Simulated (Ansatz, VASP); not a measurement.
**Te2Mo: VASP beside Ansatz**

```
CELL_PARAMETERS angstrom
3.63006 0.00000 0.00000
-1.81503 3.14372 0.00000
0.00000 0.00000 17.86775
ATOMIC_POSITIONS crystal
Te 0.33333 0.66667 0.10214
Te 0.33333 0.66667 0.89786
Mo 0.00000 0.00000 0.00000
```

Alike in both runs: task single point; functional LDA; k mesh 9 × 9 × 2; occupations fermi-dirac, width 0.05 eV; no spin polarisation.

```csv
,VASP,Ansatz
version,VASP 6.6.1,Ansatz 0.2.0
potentials or method,"VASP PAW LDA potentials, release 64 (Te, Mo_sv)",Ansatz PAW
plane-wave cutoff (eV),520,420
valence electrons in the cell,26,46
```

Ansatz gave:

```
gap on the k mesh at the Fermi level (eV) : 0.96
least direct gap on the mesh (eV)         : 0.96
rms of the force components (eV/Å)        : 0.540
```

Q: What did VASP give for the same quantities?

A: gap on the k mesh at the Fermi level (eV): 0.96; least direct gap on the mesh (eV): 0.96; rms of the force components (eV/Å): 0.519.

LDA's correlation is that of Perdew and Zunger in VASP and of Perdew and Wang (1992) in Ansatz. Atom by atom the forces differ by 0.020 eV/Å (rms over components). VASP's potentials hold 26 valence electrons a cell and Ansatz's 46, so a difference there can come from the potentials and not from the codes.

Neither program's run includes spin-orbit coupling. Noted on Ansatz's run: odd divisions of the mesh miss points on the zone boundary, where band edges often lie, so the gap on the mesh can be too wide.
